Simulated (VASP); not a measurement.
A run of VASP 6.6.1 is set up as follows.

Contents of POSCAR:

```
Au
1.0
    2.9169619423      0.0000000000      0.0000000000
   -1.4584809712      2.5261631439      0.0000000000
    0.0000000000      0.0000000000      4.8900308252
Au
2
Direct
    0.3333333333      0.6666666667      0.7500000000
    0.6666666667      0.3333333333      0.2500000000
```

The input INCAR.step1:

```
SYSTEM = Au
PREC = Accurate ; ENCUT = 600
ISMEAR = 0 ; SIGMA = 0.1
LREAL = .FALSE. ; LASPH = .TRUE.
NELM = 60 ; GGA = PE
ALGO = Normal ; EDIFF = 1E-4
LWAVE = .TRUE. ; LCHARG = .FALSE.
```

INCAR.step2

```
SYSTEM = Au
PREC = Accurate ; ENCUT = 600
EDIFF = 1E-6 ; ISMEAR = 0
SIGMA = 0.1 ; LREAL = .FALSE.
LASPH = .TRUE. ; NELM = 60
ALGO = Normal ; ISIF = 3
LWAVE = .FALSE. ; LCHARG = .FALSE.
METAGGA = R2SCAN ; LMIXTAU = .TRUE.
IBRION = 2 ; NSW = 70
EDIFFG = -0.005 ; ISTART = 1
```

The input KPOINTS:

```
Automatic mesh
0
G
  18 18 10
  0 0 0
```

Potentials or basis: VASP PAW PBE potentials, release 64 (Au).

Run with:

```console
$ cat potpaw_PBE.64/Au/POTCAR > POTCAR
$ cp INCAR.step1 INCAR
$ mpirun -np 1 vasp_std > vasp.out
$ cp INCAR.step2 INCAR
$ mpirun -np 1 vasp_std > vasp.out
```

Question: What does it give for the space group after relaxing (to 0.1 Å)?

Answer: P6_3/mmc (No. 194).

Question: What does it give for the relaxed cell?

Answer: a = 2.892 Å, b = 2.892 Å, c = 4.870 Å, α = 90.00°, β = 90.00°, γ = 120.00°.

Final structure:
```xyz
2
Lattice="2.8922 0.0000 0.0000 -1.4461 2.5047 0.0000 0.0000 0.0000 4.8696" Properties=species:S:1:pos:R:3 pbc="T T T"
Au    0.0000    1.6698    3.6522
Au    1.4461    0.8349    1.2174
```
